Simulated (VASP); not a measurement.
Input of a VASP 6.6.1 run:

The input INCAR:

```
  PREC = Accurate
  ENCUT = 500
  EDIFF = 1E-6
  ISMEAR = -1
  SIGMA = 0.1
  LREAL = F
  LASPH = T
  NELM = 120
  ALGO = Normal
  ISIF = 2
  LWAVE = F
  LCHARG = F
  GGA = PS
  NBANDS = 12
  GGA_COMPAT = F
```

KPOINTS

```
regular mesh
0
Gamma
  15 15 15
```

POSCAR

```
Ga
1.0
   -1.6932920940      1.6932920940      1.6932920940
    1.6932920940     -1.6932920940      1.6932920940
    1.6932920940      1.6932920940     -1.6932920940
Ga
1
Direct
    0.0000000000      0.0000000000      0.0000000000
```

Potentials or basis: VASP PAW PBE potentials, release 64 (Ga_d).

Command:

```bash
$ cat potpaw_PBE.64/Ga_d/POTCAR > POTCAR
$ mpirun -np 1 vasp_std > vasp.out
```

Problem. Predict the pressure.

Solution. -3.8 GPa.

Caveat: the PAW data sets were made with another functional, which shifts forces and pressure a little.
